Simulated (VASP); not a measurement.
# Te2Mo (R-3m) in VASP: single point with PBE

Aim: the single point of Te2Mo with PBE.

Everything below comes from runs of VASP 6.6.1. Logs are shortened: lines on timing, memory, paths and dates and some standing lists are left out, and cuts for length are marked.

### Step 1. The cell of the first run

Symmetry: R-3m, No. 166, trigonal system. The conventional cell has a = 3.502 Å, b = 3.502 Å, c = 21.206 Å, α = 90.00°, β = 90.00°, γ = 120.00°. Within 3.6 Å of Mo (site symmetry -3m) lie 6 Te at 2.73 Å and 6 Mo at 3.50 Å. Te (site symmetry 3m) has 3 Mo at 2.73 Å and 6 Te at 3.50 Å within 3.6 Å.

### Step 2. Single point, PBE, non-collinear spin, zero start, spin-orbit coupling

INCAR

```
SYSTEM = Te2Mo
PREC = Accurate ; ENCUT = 520
EDIFF = 1E-6 ; ISMEAR = -1
SIGMA = 0.02 ; LREAL = .FALSE.
LASPH = .TRUE. ; NELM = 150
ALGO = Normal ; ISIF = 2
LWAVE = .FALSE. ; LCHARG = .FALSE.
MAGMOM = 0 0 0 0 0 0 0 0 0 ; LORBIT = 11
LSORBIT = .TRUE. ; GGA_COMPAT = .FALSE.
LORBMOM = .TRUE. ; LMAXMIX = 4
GGA = PE ; NBANDS = 39
```

KPOINTS

```
Automatic mesh
0
G
  8 8 8
  0 0 0
```

POSCAR

```
Te2Mo
1.0
    1.7509539876      1.0109137561      7.0687660182
   -1.7509539876      1.0109137561      7.0687660182
    0.0000000000     -2.0218275121      7.0687660182
Mo Te
1 2
Direct
    0.0000000000      0.0000000000      0.0000000000
    0.2465646676      0.2465646676      0.2465646676
    0.7534353324      0.7534353324      0.7534353324
```

Potentials or basis: VASP PAW PBE potentials, release 64 (Mo_sv, Te).

On the command line:

```console
cat potpaw_PBE.64/Mo_sv/POTCAR potpaw_PBE.64/Te/POTCAR > POTCAR
mpirun -np 1 vasp_ncl > vasp.out
```

OUTCAR:

```text
SYSTEM = Te2Mo
   PREC = Accurate
   ENCUT = 520
   EDIFF = 1E-6
   ISMEAR = -1
   LREAL = .FALSE.
   LASPH = .TRUE.
   NELM = 150
   ISIF = 2
   LORBIT = 11
   LSORBIT = .TRUE.
   GGA = PE

 ion  position               nearest neighbor table
   1  0.000  0.000  0.000-   3 2.73   2 2.73   3 2.73   3 2.73   2 2.73   2 2.73
   2  0.247  0.247  0.247-   1 2.73   1 2.73   1 2.73
   3  0.753  0.753  0.753-   1 2.73   1 2.73   1 2.73

  LATTYP: Found a trigonal (rhomboedric) cell.
 ALAT       =     7.3522268402
 COS(alpha) =     0.8865664126

  Lattice vectors:

 A1 = (   1.7509539876,   1.0109137561,   7.0687660182)
 A2 = (  -1.7509539876,   1.0109137561,   7.0687660182)
 A3 = (   0.0000000000,  -2.0218275121,   7.0687660182)

Analysis of symmetry for initial positions (statically):
=====================================================================
 Subroutine PRICEL returns:
 Original cell was already a primitive cell.

 Routine SETGRP: Setting up the symmetry group for a
 trigonal (rhombohedral) supercell.

 Subroutine GETGRP returns: Found 12 space group operations
 (whereof 12 operations were pure point group operations)
 out of a pool of 12 trial point group operations.

The static configuration has the point symmetry D_3d.

Analysis of symmetry for dynamics (positions and initial velocities):
=====================================================================
 Subroutine PRICEL returns:
 Original cell was already a primitive cell.

 Routine SETGRP: Setting up the symmetry group for a
 trigonal (rhombohedral) supercell.

 Subroutine GETGRP returns: Found 12 space group operations
 (whereof 12 operations were pure point group operations)
 out of a pool of 12 trial point group operations.

The dynamic configuration has the point symmetry D_3d.

Analysis of structural, dynamic, and magnetic symmetry:
=====================================================================
 Subroutine PRICEL returns:
 Original cell was already a primitive cell.

 Routine SETGRP: Setting up the symmetry group for a
 trigonal (rhombohedral) supercell.

 Subroutine GETGRP returns: Found 12 space group operations
 (whereof 12 operations were pure point group operations)
 out of a pool of 12 trial point group operations.

The overall configuration has the point symmetry D_3d.

 Subroutine INISYM returns: Found 12 space group operations
 (whereof 12 operations are pure point group operations),
 and found     1 'primitive' translations

----------------------------------------------------------------------------------------

                                     Primitive cell

  volume of cell :      75.0730

  direct lattice vectors                    reciprocal lattice vectors
     1.750953988  1.010913756  7.068766018     0.285558617  0.164867345  0.047155802
    -1.750953988  1.010913756  7.068766018    -0.285558617  0.164867345  0.047155802
     0.000000000 -2.021827512  7.068766018     0.000000000 -0.329734689  0.047155802

  length of vectors
     7.352226840  7.352226840  7.352226840     0.333089530  0.333089530  0.333089530

  position of ions in fractional coordinates (direct lattice)
     0.000000000  0.000000000  0.000000000
     0.246564668  0.246564668  0.246564668
     0.753435332  0.753435332  0.753435332

  ion indices of the primitive-cell ions
   primitive index   ion index
                 1           1
                 2           2
                 3           3

----------------------------------------------------------------------------------------

 KPOINTS: Automatic mesh

Automatic generation of k-mesh.
 Grid dimensions read from file:
 generate k-points for:    8    8    8

 Generating k-lattice:

  Cartesian coordinates                     Fractional coordinates (reciprocal lattice)
     0.035694827  0.020608418  0.005894475     0.125000000  0.000000000  0.000000000
    -0.035694827  0.020608418  0.005894475     0.000000000  0.125000000  0.000000000
     0.000000000 -0.041216836  0.005894475     0.000000000  0.000000000  0.125000000

  Length of vectors
     0.041636191  0.041636191  0.041636191

  Shift w.r.t. Gamma in fractional coordinates (k-lattice)
     0.000000000  0.000000000  0.000000000

 Subroutine IBZKPT returns following result:
 ===========================================

 Found     65 irreducible k-points:

 Following reciprocal coordinates:
            Coordinates               Weight
  0.000000  0.000000  0.000000      1.000000
  0.125000  0.000000  0.000000      6.000000
  0.250000  0.000000  0.000000      6.000000
  0.375000  0.000000  0.000000      6.000000
  0.500000  0.000000  0.000000      3.000000
  0.125000  0.125000  0.000000      6.000000
[... 46 lines left out ...]
   TEBEG  =    0.0;   TEEND  =   0.0 temperature during run
   PSTRESS=    0.0 pullay stress
   NELECT =      26.0000    total number of electrons
   NUPDOWN=      -1.0000    fix difference up-down
   EMIN   =  10.00;   EMAX   =-10.00  energy-range for DOS
   EFERMI =   0.00;   METHOD = LEGACY
   ISMEAR =    -1;   SIGMA  =   0.02  broadening in eV -4-tet -1-fermi 0-gaus
   EFERMI_NEDOS =   21; number of points for ismear=-14 and -15
   IALGO  =     38    algorithm
   IMIX   =      4    mixing-type and parameters
     AMIX     =   0.40;   BMIX     =  1.00
     AMIX_MAG =   1.60;   BMIX_MAG =  1.00
  volume/ion in A,a.u.               =      25.02       168.87
  Fermi-wavevector in a.u.,A,eV,Ry     =   1.149665  2.172552 17.983229  1.321730
  Thomas-Fermi vector in A             =   2.286334
   LORBIT       =     11    0 simple, 1 ext, 2 COOP (PROOUT), +10 PAW based schemes
   GGA     = PE    functional components
   LHFCALC =     F    Hartree Fock is set to
   AEXX    =    0.0000 exact exchange contribution
   IVDW    =     0    specifies the selected vdW correction
   LEPSILON=     F    determine dielectric tensor
   LRPA    =     F    only Hartree local field effects (RPA)
  energy-cutoff  :      520.00
  volume of cell :       75.07
 maximum number of plane-waves:      4108
   NGX = 27   NGY = 27   NGZ = 27

 number of electron      26.0000000 magnetization       0.0000000      0.0000000      0.0000000

 number of electron      26.0000001 magnetization      -0.0000000     -0.0000000     -0.0000000

 number of electron      26.0000001 magnetization       0.0000000     -0.0000000     -0.0000000

 number of electron      26.0000001 magnetization      -0.0000000      0.0000000      0.0000000

 Free energy of the ion-electron system (eV)
  ---------------------------------------------------
  ext. energy  EPLUGINS =         0.00000000
  ---------------------------------------------------
  free energy    TOTEN  =       -17.83896391 eV

  energy without entropy =      -17.83808011  energy(sigma->0) =      -17.83852201

 E-fermi :   8.5560     XC(G=0): -10.4566

 val. band max:        8.5355092886   @ k =  -0.1250   0.5000   0.1250
 cond. band min:       8.5918433747   @ k =   0.5000   0.3750   0.1250
 fundamental gap:      0.0563340861
 Fermi energy:         8.5559699865

 k-point     1 :       0.0000    0.0000    0.0000
  band No.  band energies     occupation
      1     -52.7007      1.00000
      2     -52.7007      1.00000
      3     -28.4118      1.00000
      4     -28.4118      1.00000
      5     -26.0100      1.00000
      6     -26.0100      1.00000
[... 973 lines left out ...]
     37      15.0434      0.00000
     38      15.0434      0.00000

 [... further k-points ...]

 [bands above 38 left out]

------------------------ aborting loop because EDIFF is reached ----------------------------------------

  FORCE on cell =-STRESS in cart. coord.  units (eV):
  Direction    XX          YY          ZZ          XY          YZ          ZX
  --------------------------------------------------------------------------------------
  -------------------------------------------------------------------------------------
  Total        0.6900537      0.6900537      1.3771468      0.0000000      0.0000000      0.0000000
  in kB       14.7268469     14.7268469     29.3905103      0.0000000      0.0000000      0.0000000
  external PRESSURE =      19.6147347 kB  Pullay stress =       0.0000000 kB

 VOLUME and BASIS-vectors are now :
 -----------------------------------------------------------------------------
  energy-cutoff  :      520.00
  volume of cell :       75.07
      direct lattice vectors                 reciprocal lattice vectors
     1.750953988  1.010913756  7.068766018     0.285558617  0.164867345  0.047155802
    -1.750953988  1.010913756  7.068766018    -0.285558617  0.164867345  0.047155802
     0.000000000 -2.021827512  7.068766018     0.000000000 -0.329734689  0.047155802

 POSITION                                       TOTAL-FORCE (eV/Angst)
 -----------------------------------------------------------------------------------
      0.00000      0.00000      0.00000         0.000000     -0.000000     -0.000000
      0.00000      0.00000      5.22872         0.000000     -0.000000     -0.267555
      0.00000      0.00000     15.97757         0.000000      0.000000      0.267555
 -----------------------------------------------------------------------------------
    total drift:                               -0.000000      0.000000     -0.000000

  FREE ENERGIE OF THE ION-ELECTRON SYSTEM (eV)
  ---------------------------------------------------
  free  energy   TOTEN  =       -17.8389639101 eV

  energy  without entropy=      -17.8380801089  energy(sigma->0) =      -17.83852201

 orbital moment (x)

 # of ion     p       d       tot
 ----------------------------------------
  1        -0.000  -0.000  -0.000
  2         0.000   0.000   0.000
  3         0.000   0.000   0.000
 ----------------------------------------
            0.000   0.000   0.000

 orbital moment (y)

 # of ion     p       d       tot
 ----------------------------------------
  1         0.000   0.000   0.000
  2        -0.000  -0.000  -0.000
  3         0.000  -0.000  -0.000
 ----------------------------------------
            0.000  -0.000  -0.000

 orbital moment (z)

 # of ion     p       d       tot
 ----------------------------------------
  1         0.000   0.000   0.000
  2         0.000  -0.000  -0.000
  3         0.000  -0.000  -0.000
 ----------------------------------------
            0.000  -0.000  -0.000

 Spin-Orbit-Coupling matrix elements

 Ion:    1  E_soc:     -0.2135283
 l=   1
     0.0000000    -0.0306508    -0.0300499
    -0.0306508     0.0000000    -0.0306508
    -0.0300499    -0.0306508     0.0000000
 l=   2
     0.0000000    -0.0008364     0.0000000    -0.0008364    -0.0054174
    -0.0008364     0.0000000    -0.0028900    -0.0008694    -0.0008364
     0.0000000    -0.0028900     0.0000000    -0.0028900     0.0000000
    -0.0008364    -0.0008694    -0.0028900     0.0000000    -0.0008364
    -0.0054174    -0.0008364     0.0000000    -0.0008364     0.0000000
 l=   3
     0.0000000     0.0000000     0.0000000     0.0000000     0.0000000     0.0000000     0.0000000
     0.0000000     0.0000000     0.0000000     0.0000000     0.0000000     0.0000000     0.0000000
     0.0000000     0.0000000     0.0000000     0.0000000     0.0000000     0.0000000     0.0000000
     0.0000000     0.0000000     0.0000000     0.0000000     0.0000000     0.0000000     0.0000000
[... 29 lines left out ...]
 l=   2
     0.0000000    -0.0000290     0.0000000    -0.0000290    -0.0001272
    -0.0000290     0.0000000    -0.0000907     0.0000150    -0.0000290
     0.0000000    -0.0000907     0.0000000    -0.0000907     0.0000000
    -0.0000290     0.0000150    -0.0000907     0.0000000    -0.0000290
    -0.0001272    -0.0000290     0.0000000    -0.0000290     0.0000000
 l=   3
     0.0000000     0.0000000     0.0000000     0.0000000     0.0000000     0.0000000     0.0000000
     0.0000000     0.0000000     0.0000000     0.0000000     0.0000000     0.0000000     0.0000000
     0.0000000     0.0000000     0.0000000     0.0000000     0.0000000     0.0000000     0.0000000
     0.0000000     0.0000000     0.0000000     0.0000000     0.0000000     0.0000000     0.0000000
     0.0000000     0.0000000     0.0000000     0.0000000     0.0000000     0.0000000     0.0000000
     0.0000000     0.0000000     0.0000000     0.0000000     0.0000000     0.0000000     0.0000000
     0.0000000     0.0000000     0.0000000     0.0000000     0.0000000     0.0000000     0.0000000

 total charge

# of ion       s       p       d       tot
------------------------------------------
    1        2.252   6.145   3.964  12.361
    2        1.389   1.950   0.066   3.406
    3        1.389   1.950   0.066   3.406
--------------------------------------------------
tot          5.030  10.046   4.097  19.173

 magnetization (x)

# of ion       s       p       d       tot
------------------------------------------
    1        0.000  -0.000  -0.000   0.000
    2        0.000   0.000  -0.000  -0.000
    3        0.000   0.000  -0.000  -0.000
--------------------------------------------------
tot          0.000  -0.000  -0.000  -0.000

 magnetization (y)

# of ion       s       p       d       tot
------------------------------------------
    1        0.000   0.000   0.000   0.000
    2        0.000   0.000   0.000   0.000
    3        0.000   0.000   0.000   0.000
--------------------------------------------------
tot          0.000   0.000   0.000   0.000

 magnetization (z)

# of ion       s       p       d       tot
------------------------------------------
    1        0.000   0.000   0.000   0.000
    2        0.000   0.000   0.000   0.000
    3        0.000   0.000   0.000   0.000
--------------------------------------------------
tot          0.000   0.000   0.000   0.000
```

It took 24 min on 1 thread of Intel Xeon Platinum 8488C (Sapphire Rapids), shared host; peak memory 1.1 GiB.

Results:

```
Free energy                                           : -17.8390 eV
Pressure                                              : 2.0 GPa
Largest force                                         : 0.268 eV/Å
Net moment                                            : 0.00 μB per cell
Valence electrons inside the program's atomic spheres : Mo 12.36; Te 3.41
```

Forces in eV/Å, atoms in the order of the input:
```
Mo   0.000  0.000  0.000
Te   0.000  0.000 -0.268
Te   0.000  0.000  0.268
```

Stress tensor (GPa, compression positive):
```
1.47 0.00 0.00
0.00 1.47 0.00
0.00 0.00 2.94
```

Moments on the atoms (μB; x, y, z):
```
Mo  0.00 0.00 0.00
Te  0.00 0.00 0.00
Te  0.00 0.00 0.00
```
